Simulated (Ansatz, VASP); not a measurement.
## Cd in VASP and in Ansatz

```
Cd
1.0
    -2.39800    2.39800    1.23661
     2.39800   -2.39800    1.23661
     2.39800    2.39800   -1.23661
Cd
2
Cartesian
  0.0000 -1.1990 -0.3092
  0.0000 1.1990 0.3092
```

Change from the starting cell: volume scaled by 0.55, LAPW.

Alike in both runs: task single point; functional PBE; k mesh 14 × 14 × 14; occupations fermi-dirac, width 0.1 eV; no spin polarisation.

|  | VASP | Ansatz |
| --- | --- | --- |
| version | VASP 6.6.1 | Ansatz 0.2.0 |
| potentials or method | VASP PAW PBE potentials, release 64 (Cd), cutoff 520 eV | all-electron LAPW, scalar-relativistic |

Ansatz gave:

* pressure (GPa): 101.7
* traceless stress, the component that is largest in VASP (GPa): -0.16

Problem. Estimate VASP's values.

Solution. Pressure (GPa): 105.5; traceless stress, the component that is largest in VASP (GPa): 0.21.

Both programs put the cell under a high pressure, so it lies far from rest at this level. Ansatz ran all-electron here, and VASP with PAW potentials.

Noted on VASP's run: the cell as given lies far from equilibrium.
